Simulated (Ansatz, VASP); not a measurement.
## Ga in VASP and in Ansatz

The input INCAR:

```
SYSTEM = Ga
  ALGO = Normal
  EDIFF = 1E-8
  ENCUT = 520
  GGA = PS
  ISIF = 2
  ISMEAR = -1
  LASPH = .True.
  LCHARG = .False.
  LEFG = .True.
  LREAL = .False.
  LWAVE = .False.
  NBANDS = 20
  NELM = 60
  PREC = Accurate
  SIGMA = 0.03
```

The input KPOINTS:

```
k-points
0
Gamma
  14 14 11
  0 0 0
```

The input POSCAR:

```
Ga
1.0
    1.4101245334     -4.1054710295      0.0000000000
    1.4101245334      4.1054710295      0.0000000000
   -0.1197535260      0.0000000000      3.3952393258
Ga
2
Direct
    0.8690000000      0.1310000000      0.2500000000
    0.1310000000      0.8690000000      0.7500000000
```

Input for Ansatz:

```yaml
crystal:
  lattice:
    - [1.4101245334, -4.1054710295, 0.0]
    - [1.4101245334, 4.1054710295, 0.0]
    - [-0.119753526, 0.0, 3.3952393258]
  atoms:
    - { symbol: Ga, position: [0.869, 0.131, 0.25] }
    - { symbol: Ga, position: [0.131, 0.869, 0.75] }
kpoints:
  mp_grid: { grid: [14, 14, 11] }
scf:
  occupations: { method: fermi_dirac, width: 0.03 }
hamiltonian:
  xc: pbesol
  pseudopotentials: { kind: all_electron, datasets: crystal }
output:
  forces: true
  stress: true
  eigenvalues: true
  efg: { contact_densities: true }
```

Change from the starting cell: volume scaled by 1.06, crystal datasets.

Alike in both runs: task electric field gradients; functional PBEsol; k mesh 14 × 14 × 11; occupations fermi-dirac, width 0.03 eV; no spin polarisation.

```csv
,VASP,Ansatz
version,VASP 6.6.1,Ansatz 0.2.0
potentials or method,"VASP PAW PBE potentials, release 64 (Ga_d), cutoff 520 eV","all-electron PAW with datasets made for the crystal, scalar-relativistic"
```

Ansatz gave:

* pressure (GPa): -4.4
* traceless stress, the component that is largest in VASP (GPa): -0.05
* rms of the force components (eV/Å): 0.087
* size of Vzz on the site where it differs most (V/Å²): 24.3

Q: Estimate VASP's values.

A: Pressure (GPa): -4.4; traceless stress, the component that is largest in VASP (GPa): -0.05; rms of the force components (eV/Å): 0.088; size of Vzz on the site where it differs most (V/Å²): 22.7.

VASP's potentials were made for PBE, not for PBEsol. Atom by atom the forces differ by 0.000 eV/Å (rms over components). Ansatz ran all-electron here, and VASP with PAW potentials.
